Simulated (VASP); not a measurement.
Write the native input for VASP 6.6.1 that does the following.

| Quantity | Value |
| --- | --- |
| Task | single point |
| Functional | PBE0 |
| Potentials or basis | VASP PAW PBE potentials, release 64 (Sn_d, S) |
| Cutoff | 400 eV |
| k mesh | 6 × 6 × 4 |
| Occupations | gaussian, width 0.01 eV |
| Spin | no spin polarisation |
| Dipole correction | no |
| Grid for exact exchange (PRECFOCK) | Normal |
| Further INCAR settings | ALGO = Normal; EDIFF = 1e-06; NBANDS = 20 |
| Share of exact exchange | 0.25 |

SnS2:

```
Sn S
1.0
     3.66075    0.00000    0.00000
    -1.83038    3.17031    0.00000
     0.00000    0.00000    5.96178
Sn S
1 2
Direct
  0.00000 0.00000 0.00000
  0.33333 0.66667 0.24559
  0.66667 0.33333 0.75441
```

The input as run:

POSCAR

```
SnS2
1.0
    3.6607548066      0.0000000000      0.0000000000
   -1.8303774033      3.1703066595      0.0000000000
    0.0000000000      0.0000000000      5.9617808738
Sn S
1 2
Direct
    0.0000000000      0.0000000000      0.0000000000
    0.3333333333      0.6666666667      0.2455905351
    0.6666666667      0.3333333333      0.7544094649
```

INCAR.step1

```
SYSTEM = SnS2
PREC     = Accurate       ! precision mode
ENCUT    = 400            ! plane-wave cutoff, eV
EDIFF    = 1E-5           ! SCF threshold, eV
ISMEAR   = 0              ! smearing method
SIGMA    = 0.01           ! smearing width, eV
LREAL    = .FALSE.        ! projectors in reciprocal space
LASPH    = .TRUE.         ! aspherical terms in the spheres
NELM     = 120            ! most SCF steps
ALGO     = Normal         ! electronic algorithm
ISIF     = 2              ! what is computed and relaxed
LWAVE    = .TRUE.         ! write WAVECAR
LCHARG   = .FALSE.        ! write CHGCAR
GGA      = PE             ! functional
NBANDS   = 20             ! bands
GGA_COMPAT= .FALSE.      
KPAR     = 4
```

INCAR.step2

```
SYSTEM = SnS2
PREC     = Accurate       ! precision mode
ENCUT    = 400            ! plane-wave cutoff, eV
EDIFF    = 1E-6           ! SCF threshold, eV
ISMEAR   = 0              ! smearing method
SIGMA    = 0.01           ! smearing width, eV
LREAL    = .FALSE.        ! projectors in reciprocal space
LASPH    = .TRUE.         ! aspherical terms in the spheres
NELM     = 120            ! most SCF steps
ALGO     = Normal         ! electronic algorithm
ISIF     = 2              ! what is computed and relaxed
LWAVE    = .FALSE.        ! write WAVECAR
LCHARG   = .FALSE.        ! write CHGCAR
GGA      = PE             ! functional
LHFCALC  = .TRUE.         ! exact exchange
AEXX     = 0.25           ! exact-exchange fraction
PRECFOCK = Normal       
ISTART   = 1            
NBANDS   = 20             ! bands
GGA_COMPAT= .FALSE.      
KPAR     = 4
```

KPOINTS

```
regular mesh
0
G
  6 6 4
  0 0 0
```

Potentials or basis: VASP PAW PBE potentials, release 64 (Sn_d, S).

Run with:

```console
$ cat potpaw_PBE.64/Sn_d/POTCAR potpaw_PBE.64/S/POTCAR > POTCAR
$ cp INCAR.step1 INCAR
$ mpirun -np 4 vasp_std > vasp.out
$ cp INCAR.step2 INCAR
$ mpirun -np 4 vasp_std > vasp.out
```

Results of the run:

```json
{
  "Pressure": "-0.5 GPa",
  "Largest force": "0.290 eV/Å",
  "Band gap on the k mesh": "3.11 eV (least direct gap 3.48 eV)"
}
```

Caveat: the PAW data sets were made with another functional, which shifts forces and pressure a little; spin-orbit coupling is left out, which moves the levels of the heavy elements; this functional lacks dispersion, which binds layers or chains, so the pressure and a relaxed spacing across them are unreliable.

It took 17 min on 4 MPI ranks on Intel(R) Xeon(R) Platinum 8259CL CPU @ 2.50GHz (Skylake/Cascade Lake), on a shared host, peak memory 0.18 GiB a rank.
